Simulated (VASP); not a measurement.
Crystal: CoSi2.

```
CELL_PARAMETERS angstrom
0.00000 2.72541 2.72541
2.72541 0.00000 2.72541
2.72541 2.72541 0.00000
ATOMIC_POSITIONS crystal
Co 0.00000 0.00000 0.00000
Si 0.25000 0.25000 0.25000
Si 0.75000 0.75000 0.75000
```

Program: VASP 6.6.1. Alike in all runs: task single point; level PBEsol; potentials or basis VASP PAW PBE potentials, release 64 (Co, Si); spin collinear, ferromagnetic start; cell as given; k mesh 14 × 14 × 14; cutoff (eV) 520; smearing gaussian 0.15 eV.

Question: Order these runs on this cell by their pressure, lowest first.
A. fixed moment (μB) 0.275
B. fixed moment (μB) 0.825
C. fixed moment (μB) 1.925

Answer: A (-12.4 GPa), B (-9.9 GPa), C (0.1 GPa).

Caveats: the PAW data sets were made with another functional, which shifts forces and pressure a little; the total moment is fixed, so each spin has its own Fermi level and the state may be an excited one; the cell stands under tension (at least some runs).
